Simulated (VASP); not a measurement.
Here is a VASP 6.6.1 calculation.

The input POSCAR:

```
Cd
1.0
    0.0000000000      3.0772608027      3.0772608027
    3.0772608027      0.0000000000      3.0772608027
    3.0772608027      3.0772608027      0.0000000000
Cd
2
Direct
    0.1250000000      0.1250000000      0.1250000000
    0.8750000000      0.8750000000      0.8750000000
```

Contents of INCAR.step1:

```
SYSTEM = Cd
ALGO = Normal
EDIFF = 1E-4
ENCUT = 600
GGA = PE
ISMEAR = -1
LASPH = .True.
LCHARG = .False.
LREAL = .False.
LWAVE = .True.
NELM = 80
PREC = Accurate
SIGMA = 0.1
```

INCAR.step2

```
SYSTEM = Cd
ALGO = Normal
EDIFF = 1E-7
EDIFFG = -0.01
ENCUT = 600
IBRION = 2
ISIF = 3
ISMEAR = -1
ISTART = 1
LASPH = .True.
LCHARG = .False.
LMIXTAU = .True.
LREAL = .False.
LWAVE = .False.
METAGGA = R2SCAN
NELM = 80
NSW = 80
PREC = Accurate
SIGMA = 0.1
```

The input KPOINTS:

```
k-points
0
Gamma
  9 9 9
  0 0 0
```

Potentials or basis: VASP PAW PBE potentials, release 64 (Cd).

The run is started by

```sh
$ cat potpaw_PBE.64/Cd/POTCAR > POTCAR
$ cp INCAR.step1 INCAR
$ mpirun -np 1 vasp_std > vasp.out
$ cp INCAR.step2 INCAR
$ mpirun -np 1 vasp_std > vasp.out
```

Estimate the space group after relaxing (to 0.1 Å).

Fd-3m (No. 227).

What does it give for the relaxed volume?

34.80 Å³/atom.

What does it give for the relaxed cell?

a = 4.617 Å, b = 4.617 Å, c = 4.617 Å, α = 60.00°, β = 60.00°, γ = 60.00°.

The path:
| step | energy change (eV) | largest force (eV/Å) | pressure (GPa) | volume (Å³) |
| --- | --- | --- | --- | --- |
| 1 | 0.0000 | 0.0000 | 6.34 | 58.28 |
| 2 | -0.1811 | 0.0000 | 0.29 | 68.56 |
| 3 | -0.1819 | 0.0000 | -0.04 | 69.60 |

Caveat: the volume moved by over 15 % at a fixed basis, so the end points are rough; the PAW data sets were made with another functional, which shifts forces and pressure a little.
